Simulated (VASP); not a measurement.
Set up this calculation in VASP 6.6.1, as the native input.

* Task: single point
* Functional: PBE
* Potentials or basis: VASP PAW PBE potentials, release 64 (Li_sv, Mg, B, N)
* Cutoff: 750 eV
* k mesh: 2 × 2 × 2
* Occupations: gaussian, width 0.1 eV
* Spin: no spin polarisation
* Hubbard terms: N p U = 7.5 eV
* Dipole correction: no
* Further INCAR settings: ALGO = Normal; EDIFF = 1e-06; NBANDS = 17

The structure of LiMgBN2 lies in POSCAR:

```
LiMgBN2
1.0
   -1.8805704123      1.8805704123      4.3758436073
    1.8805704123     -1.8805704123      4.3758436073
    1.8805704123      1.8805704123     -4.3758436073
Li Mg B N
1 1 1 2
Direct
    0.2500000000      0.7500000000      0.5000000000
    0.7500000000      0.2500000000      0.5000000000
    0.5000000000      0.5000000000      0.0000000000
    0.6512635000      0.6512635000      0.0000000000
    0.3487365000      0.3487365000      0.0000000000
```

The input as run:

INCAR

```
ALGO = Normal ; EDIFF = 1E-6
ENCUT = 750 ; GGA = PE
GGA_COMPAT = F ; ISIF = 2
ISMEAR = 0 ; LASPH = T
LCHARG = F ; LDAU = T
LDAUJ = 0 0 0 0 ; LDAUL = -1 -1 -1 1
LDAUPRINT = 1 ; LDAUTYPE = 2
LDAUU = 0 0 0 7.5 ; LREAL = F
LWAVE = F ; NBANDS = 17
NELM = 200 ; PREC = Accurate
SIGMA = 0.1
```

KPOINTS

```
k-points
0
Gamma
  2 2 2
```

Potentials or basis: VASP PAW PBE potentials, release 64 (Li_sv, Mg, B, N).

Command:

```bash
$ cat potpaw_PBE.64/Li_sv/POTCAR potpaw_PBE.64/Mg/POTCAR potpaw_PBE.64/B/POTCAR potpaw_PBE.64/N/POTCAR > POTCAR
$ mpirun -np 1 vasp_std > vasp.out
```

It gave:

```yaml
Pressure: 6.4 GPa
Largest_force: 1.223 eV/Å
Band_gap_on_the_k_mesh: 2.48 eV (least direct gap 3.38 eV)
```

Caveat: the k points lie up to 0.91 Å⁻¹ apart; forces of over 1 eV/Å act on the atoms, so gaps and moduli don't describe the material at rest.

Wall time 28 s on 1 thread of AMD EPYC 7R43 64-Core Processor (Zen 3) (shared host), peak memory 0.29 GiB.
